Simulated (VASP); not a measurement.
Crystal: Mg2CdTe3.

```
Mg Cd Te
1.0
     4.25097    0.00000    0.00000
    -2.12549    3.68145    0.00000
     0.00000    0.00000   20.66439
Mg Cd Te
4 2 6
Direct
  0.33333 0.66667 0.66533
  0.33333 0.66667 0.99866
  0.66667 0.33333 0.16533
  0.66667 0.33333 0.49866
  0.33333 0.66667 0.33200
  0.66667 0.33333 0.83200
  0.33333 0.66667 0.12467
  0.33333 0.66667 0.45800
  0.33333 0.66667 0.79134
  0.66667 0.33333 0.29134
  0.66667 0.33333 0.62467
  0.66667 0.33333 0.95800
```

| Quantity | Value |
| --- | --- |
| Program | VASP 6.6.1 |
| Task | relaxation of cell and atoms |
| Functional | PBE |
| Potentials or basis | VASP PAW PBE potentials, release 64 (Mg, Cd, Te) |
| Cutoff | 600 eV |
| k mesh | 6 × 6 × 1 |
| Occupations | gaussian, width 0.1 eV |
| Spin | no spin polarisation |

At the start: pressure 16.5 GPa; volume 26.95 Å³/atom.

**Question.** Where does the relaxation end?

**Answer.** Over 9 steps the energy falls by 335.4 meV/atom and the volume is 35.09 Å³/atom (+30.2 %); space group P6_3mc (No. 186, to 0.05 Å).

Step by step:
| step | energy change (eV) | largest force (eV/Å) | pressure (GPa) | volume (Å³) |
| --- | --- | --- | --- | --- |
| 1 | 0.0000 | 0.7779 | 16.49 | 323.39 |
| 2 | -3.4958 | 0.0918 | -3.02 | 471.40 |
| 3 | -4.0150 | 0.0919 | 0.15 | 419.77 |
| 4 | -4.0159 | 0.0922 | -0.03 | 422.06 |
| 5 | -4.0185 | 0.0771 | -0.03 | 421.98 |
| 6 | -4.0232 | 0.0470 | -0.03 | 421.75 |
| 7 | -4.0196 | 0.1062 | -0.01 | 421.27 |
| 8 | -4.0240 | 0.0470 | -0.02 | 421.61 |
| 9 | -4.0248 | 0.0242 | 0.02 | 421.05 |

Final structure:
```
CELL_PARAMETERS angstrom
4.63336 0.00000 0.00000
-2.31668 4.01261 0.00000
0.00000 0.00000 22.64705
ATOMIC_POSITIONS crystal
Mg 0.33333 0.66667 0.66421
Mg 0.33333 0.66667 0.99957
Mg 0.66667 0.33333 0.16421
Mg 0.66667 0.33333 0.49957
Cd 0.33333 0.66667 0.33334
Cd 0.66667 0.33333 0.83334
Te 0.33333 0.66667 0.12423
Te 0.33333 0.66667 0.45975
Te 0.33333 0.66667 0.78891
Te 0.66667 0.33333 0.28891
Te 0.66667 0.33333 0.62423
Te 0.66667 0.33333 0.95975
```

Caveat: the volume moved by over 15 % at a fixed basis, so the end points are rough.
